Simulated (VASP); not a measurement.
# CoSi (CsCl type) (Pm-3m) in VASP: further runs

The runs below take CoSi (CsCl type) through single point, with PBE.

All numbers are computed with VASP 6.6.1; they aren't measurements. Logs are shortened: lines on timing, memory, paths and dates and some standing lists are left out, and cuts for length are marked.

## (1) The cell of the first run

The structure is cubic, space group Pm-3m (No. 221). Conventional cell: a = 2.664 Å, b = 2.664 Å, c = 2.664 Å, α = 90.00°, β = 90.00°, γ = 90.00°. Within 3.0 Å of Co (site symmetry m-3m) lie 8 Si at 2.31 Å and 6 Co at 2.66 Å. Within 3.0 Å of Si (site symmetry m-3m) lie 8 Co at 2.31 Å and 6 Si at 2.66 Å.

## (2) Single point, PBE (volume scaled by 0.88)

File INCAR:

```
SYSTEM = CoSi
PREC = Accurate
ENCUT = 600
EDIFF = 1E-6
ISMEAR = -1
SIGMA = 0.1
LREAL = .FALSE.
LASPH = .TRUE.
NELM = 120
ALGO = Normal
ISIF = 2
LWAVE = .FALSE.
LCHARG = .FALSE.
GGA = PE
NBANDS = 14
GGA_COMPAT = .FALSE.
```

File KPOINTS:

```
Automatic mesh
0
G
  14 14 14
  0 0 0
```

File POSCAR:

```
CoSi
1.0
    2.6643918294      0.0000000000      0.0000000000
    0.0000000000      2.6643918294      0.0000000000
    0.0000000000      0.0000000000      2.6643918294
Co Si
1 1
Direct
    0.0000000000      0.0000000000      0.0000000000
    0.5000000000      0.5000000000      0.5000000000
```

Potentials or basis: VASP PAW PBE potentials, release 64 (Co, Si).

Command:

```sh
cat potpaw_PBE.64/Co/POTCAR potpaw_PBE.64/Si/POTCAR > POTCAR
mpirun -np 1 vasp_std > vasp.out
```

OUTCAR:

```text
SYSTEM = CoSi
   PREC = Accurate
   ENCUT = 600
   EDIFF = 1E-6
   ISMEAR = -1
   LREAL = .FALSE.
   LASPH = .TRUE.
   NELM = 120
   ISIF = 2
   GGA = PE

 ion  position               nearest neighbor table
   1  0.000  0.000  0.000-   2 2.31   2 2.31   2 2.31   2 2.31   2 2.31   2 2.31   2 2.31   2 2.31

   2  0.500  0.500  0.500-   1 2.31   1 2.31   1 2.31   1 2.31   1 2.31   1 2.31   1 2.31   1 2.31

  LATTYP: Found a simple cubic cell.
 ALAT       =     2.6643918294

  Lattice vectors:

 A1 = (   2.6643918294,   0.0000000000,   0.0000000000)
 A2 = (   0.0000000000,   2.6643918294,   0.0000000000)
 A3 = (   0.0000000000,   0.0000000000,   2.6643918294)

Analysis of symmetry for initial positions (statically):
=====================================================================
 Subroutine PRICEL returns:
 Original cell was already a primitive cell.

 Routine SETGRP: Setting up the symmetry group for a
 simple cubic supercell.

 Subroutine GETGRP returns: Found 48 space group operations
 (whereof 48 operations were pure point group operations)
 out of a pool of 48 trial point group operations.

The static configuration has the point symmetry O_h .

Analysis of symmetry for dynamics (positions and initial velocities):
=====================================================================
 Subroutine PRICEL returns:
 Original cell was already a primitive cell.

 Routine SETGRP: Setting up the symmetry group for a
 simple cubic supercell.

 Subroutine GETGRP returns: Found 48 space group operations
 (whereof 48 operations were pure point group operations)
 out of a pool of 48 trial point group operations.

The dynamic configuration has the point symmetry O_h .

 Subroutine INISYM returns: Found 48 space group operations
 (whereof 48 operations are pure point group operations),
 and found     1 'primitive' translations

----------------------------------------------------------------------------------------

                                     Primitive cell

  volume of cell :      18.9145

  direct lattice vectors                    reciprocal lattice vectors
     2.664391829  0.000000000  0.000000000     0.375320172  0.000000000  0.000000000
     0.000000000  2.664391829  0.000000000     0.000000000  0.375320172  0.000000000
     0.000000000  0.000000000  2.664391829     0.000000000  0.000000000  0.375320172

  length of vectors
     2.664391829  2.664391829  2.664391829     0.375320172  0.375320172  0.375320172

  position of ions in fractional coordinates (direct lattice)
     0.000000000  0.000000000  0.000000000
     0.500000000  0.500000000  0.500000000

  ion indices of the primitive-cell ions
   primitive index   ion index
                 1           1
                 2           2

----------------------------------------------------------------------------------------

 KPOINTS: Automatic mesh

Automatic generation of k-mesh.
 Grid dimensions read from file:
 generate k-points for:   14   14   14

 Generating k-lattice:

  Cartesian coordinates                     Fractional coordinates (reciprocal lattice)
     0.026808584  0.000000000  0.000000000     0.071428571  0.000000000  0.000000000
     0.000000000  0.026808584  0.000000000     0.000000000  0.071428571  0.000000000
     0.000000000  0.000000000  0.026808584     0.000000000  0.000000000  0.071428571

  Length of vectors
     0.026808584  0.026808584  0.026808584

  Shift w.r.t. Gamma in fractional coordinates (k-lattice)
     0.000000000  0.000000000  0.000000000

 Subroutine IBZKPT returns following result:
 ===========================================

 Found    120 irreducible k-points:

 Following reciprocal coordinates:
            Coordinates               Weight
  0.000000  0.000000  0.000000      1.000000
  0.071429  0.000000  0.000000      6.000000
  0.142857  0.000000  0.000000      6.000000
  0.214286  0.000000  0.000000      6.000000
  0.285714  0.000000  0.000000      6.000000
  0.357143  0.000000  0.000000      6.000000
[... 16 lines left out ...]
  0.285714  0.214286  0.000000     24.000000
  0.357143  0.214286  0.000000     24.000000
 [... further k-points ...]
   k-points           NKPTS =    120   k-points in BZ     NKDIM =    120   number of bands    NBANDS=     14
   number of dos      NEDOS =    301   number of ions     NIONS =      2
   total plane-waves  NPLWV =  13824
   dimension x,y,z NGX =    24 NGY =   24 NGZ =   24
   dimension x,y,z NGXF=    48 NGYF=   48 NGZF=   48
   ions per type =               1   1
   NGX,Y,Z   is equivalent  to a cutoff of  14.97, 14.97, 14.97 a.u.
   NGXF,Y,Z  is equivalent  to a cutoff of  29.95, 29.95, 29.95 a.u.
 SYSTEM =  CoSi
   PREC   = accura    normal or accurate (medium, high low for compatibility)
   ISTART =      0    job   : 0-new  1-cont  2-samecut
   ICHARG =      2    charge: 1-file 2-atom 10-const
   ISPIN  =      1    spin polarized calculation?
   LNONCOLLINEAR =      F non collinear calculations
   LSORBIT =      F    spin-orbit coupling
   LASPH  =      T    aspherical Exc in radial PAW
   ENCUT  =  600.0 eV  44.10 Ry    6.64 a.u.   5.32  5.32  5.32*2*pi/ulx,y,z
   NELM   =    120;   NELMIN=  2; NELMDL= -5     # of ELM steps
   EDIFF  = 0.1E-05   stopping-criterion for ELM
   LREAL  =      F    real-space projection
   EDIFFG = 0.1E-04   stopping-criterion for IOM
   NSW    =      0    number of steps for IOM
   IBRION =     -1    ionic relax: 0-MD 1-quasi-New 2-CG
   NFREE  =      0    steps in history (QN), initial steepest desc. (CG)
   ISIF   =      2    stress and relaxation
   ISYM   =      2    0-nonsym 1-usesym 2-fastsym
   POTIM  = 0.5000    time-step for ionic-motion
   TEBEG  =    0.0;   TEEND  =   0.0 temperature during run
   PSTRESS=    0.0 pullay stress
   NELECT =      13.0000    total number of electrons
   NUPDOWN=      -1.0000    fix difference up-down
   EMIN   =  10.00;   EMAX   =-10.00  energy-range for DOS
   EFERMI =   0.00;   METHOD = LEGACY
   ISMEAR =    -1;   SIGMA  =   0.10  broadening in eV -4-tet -1-fermi 0-gaus
   EFERMI_NEDOS =   21; number of points for ismear=-14 and -15
   IALGO  =     38    algorithm
   IMIX   =      4    mixing-type and parameters
     AMIX     =   0.40;   BMIX     =  1.00
     AMIX_MAG =   1.60;   BMIX_MAG =  1.00
  volume/ion in A,a.u.               =       9.46        63.82
  Fermi-wavevector in a.u.,A,eV,Ry     =   1.444745  2.730172 28.399277  2.087288
  Thomas-Fermi vector in A             =   2.563005
   LORBIT       =      0    0 simple, 1 ext, 2 COOP (PROOUT), +10 PAW based schemes
   GGA     = PE    functional components
   LHFCALC =     F    Hartree Fock is set to
   AEXX    =    0.0000 exact exchange contribution
   IVDW    =     0    specifies the selected vdW correction
   LEPSILON=     F    determine dielectric tensor
   LRPA    =     F    only Hartree local field effects (RPA)
 non-spin polarized calculation
  energy-cutoff  :      600.00
  volume of cell :       18.91
 maximum number of plane-waves:       651
 NGX is ok and might be reduce to    24
   NGX = 11   NGY = 11   NGZ = 11

 number of electron      12.9999995 magnetization

 Free energy of the ion-electron system (eV)
  ---------------------------------------------------
  ext. energy  EPLUGINS =         0.00000000
  ---------------------------------------------------
  free energy    TOTEN  =       -13.03890410 eV

  energy without entropy =      -12.98283292  energy(sigma->0) =      -13.01086851

 E-fermi :  14.9862     XC(G=0): -13.6089

 val. band max:       14.9751696557   @ k =   0.4286   0.4286   0.4286
 cond. band min:      14.9956617423   @ k =   0.4286   0.3571   0.2143
 fundamental gap:      0.0204920865
 Fermi energy:        14.9861500599

 k-point     1 :       0.0000    0.0000    0.0000
  band No.  band energies     occupation
      1      -0.4304      2.00000
      2      10.4348      2.00000
      3      10.4348      2.00000
      4      13.4765      2.00000
      5      13.4765      2.00000
      6      13.4765      2.00000
      7      18.4183      0.00000
      8      18.4183      0.00000
      9      18.4183      0.00000
     10      22.9450      0.00000
     11      22.9450      0.00000
     12      29.5948      0.00000
     13      36.0554      0.00000
     14      36.0554      0.00000

 k-point     2 :       0.0714    0.0000    0.0000
  band No.  band energies     occupation
      1      -0.3219      2.00000
      2      10.3768      2.00000
      3      10.4772      2.00000
      4      13.3692      2.00000
      5      13.3692      2.00000
      6      13.4859      2.00000
      7      17.7380      0.00000
      8      18.6144      0.00000
      9      18.6144      0.00000
     10      22.8862      0.00000
     11      23.6248      0.00000
     12      29.9195      0.00000
     13      35.0561      0.00000
     14      35.0561      0.00000

 k-point     3 :       0.1429    0.0000    0.0000
  band No.  band energies     occupation
      1       0.0014      2.00000
      2      10.1436      2.00000
      3      10.5989      2.00000
      4      13.0978      2.00000
      5      13.0978      2.00000
      6      13.5122      2.00000
      7      16.4967      0.00000
      8      19.1541      0.00000
      9      19.1541      0.00000
     10      22.7149      0.00000
     11      24.8542      0.00000
     12      30.9439      0.00000
     13      33.2305      0.00000
     14      33.2305      0.00000
[... 324 lines left out ...]
 k-point    23 :       0.2857    0.2143    0.0000
  band No.  band energies     occupation
      1       2.1414      2.00000
      2       9.1600      2.00000
      3      10.3252      2.00000
      4      11.9981      2.00000
      5      12.5587      2.00000
      6      13.0539      2.00000
      7      15.2362      0.15159
      8      17.4924      0.00000
      9      22.0225      0.00000
     10      23.1906      0.00000
     11      26.2416      0.00000
     12      29.8804      0.00000
     13      30.5282      0.00000
     14      32.4328      0.00000

 k-point    24 :       0.3571    0.2143    0.0000
  band No.  band energies     occupation
      1       2.9860      2.00000
      2       8.0311      2.00000
      3      10.6337      2.00000
      4      11.8636      2.00000
      5      12.3436      2.00000
      6      13.0957      2.00000
      7      14.8773      1.49602
      8      18.0958      0.00000
      9      22.3206      0.00000
     10      22.9232      0.00000
     11      25.7474      0.00000
     12      28.4553      0.00000
     13      31.4360      0.00000
     14      32.6998      0.00000

 [... further k-points ...]
[... 5 lines left out ...]
  --------------------------------------------------------------------------------------
  -------------------------------------------------------------------------------------
  Total        4.2866251      4.2866251      4.2866251      0.0000000     -0.0000000      0.0000000
  in kB      363.1046446    363.1046446    363.1046446      0.0000000     -0.0000000      0.0000000
  external PRESSURE =     363.1046446 kB  Pullay stress =       0.0000000 kB

 VOLUME and BASIS-vectors are now :
 -----------------------------------------------------------------------------
  energy-cutoff  :      600.00
  volume of cell :       18.91
      direct lattice vectors                 reciprocal lattice vectors
     2.664391829  0.000000000  0.000000000     0.375320172  0.000000000  0.000000000
     0.000000000  2.664391829  0.000000000     0.000000000  0.375320172  0.000000000
     0.000000000  0.000000000  2.664391829     0.000000000  0.000000000  0.375320172

 POSITION                                       TOTAL-FORCE (eV/Angst)
 -----------------------------------------------------------------------------------
      0.00000      0.00000      0.00000         0.000000      0.000000      0.000000
      1.33220      1.33220      1.33220         0.000000      0.000000      0.000000
 -----------------------------------------------------------------------------------
    total drift:                                0.000000      0.000000      0.000000

  FREE ENERGIE OF THE ION-ELECTRON SYSTEM (eV)
  ---------------------------------------------------
  free  energy   TOTEN  =       -13.0389041030 eV

  energy  without entropy=      -12.9828329213  energy(sigma->0) =      -13.01086851
```

Run time: 21 s. Hardware: 1 thread of Intel Xeon Platinum 8375C at 2.90GHz (Ice Lake), shared host; peak memory 0.17 GiB.

What came out:

```yaml
Free_energy: -13.0389 eV
Pressure: 36.3 GPa
```

## (3) Single point, PBE (volume scaled by 0.94)

File INCAR:

```
ALGO = Normal
EDIFF = 1E-6
ENCUT = 600
GGA = PE
GGA_COMPAT = F
ISIF = 2
ISMEAR = -1
LASPH = T
LCHARG = F
LREAL = F
LWAVE = F
NBANDS = 14
NELM = 120
PREC = Accurate
SIGMA = 0.1
```

File KPOINTS:

```
k-points
0
Gamma
  14 14 14
```

File POSCAR:

```
CoSi
1.0
    2.7236198268      0.0000000000      0.0000000000
    0.0000000000      2.7236198268      0.0000000000
    0.0000000000      0.0000000000      2.7236198268
Co Si
1 1
Direct
    0.0000000000      0.0000000000      0.0000000000
    0.5000000000      0.5000000000      0.5000000000
```

Potentials or basis: VASP PAW PBE potentials, release 64 (Co, Si).

Command:

```sh
cat potpaw_PBE.64/Co/POTCAR potpaw_PBE.64/Si/POTCAR > POTCAR
mpirun -np 1 vasp_std > vasp.out
```

Run time: 22 s. Hardware: 1 thread of Intel Xeon Platinum 8375C at 2.90GHz (Ice Lake), shared host; peak memory 0.17 GiB.

Results (log left out):

* Free energy: -13.2404 eV
* Pressure: 14.9 GPa

Levels at points of the mesh, in eV from the Fermi level:
```tsv
k point	band 4	band 5	band 6	band 7	band 8	band 9	band 10	band 11
(0.00, 0.00, 0.00)	-1.36	-1.36	-1.36	3.24	3.24	3.24	7.80	7.80
(0.50, 0.00, 0.00)	-2.76	-2.76	-1.19	-0.19	6.63	8.73	8.73	9.75
(0.50, 0.50, 0.00)	-4.20	-2.27	-2.27	-0.52	1.91	2.17	8.66	14.02
(0.50, 0.50, 0.50)	-1.24	-0.47	-0.47	1.29	1.29	1.29	3.93	3.93
```
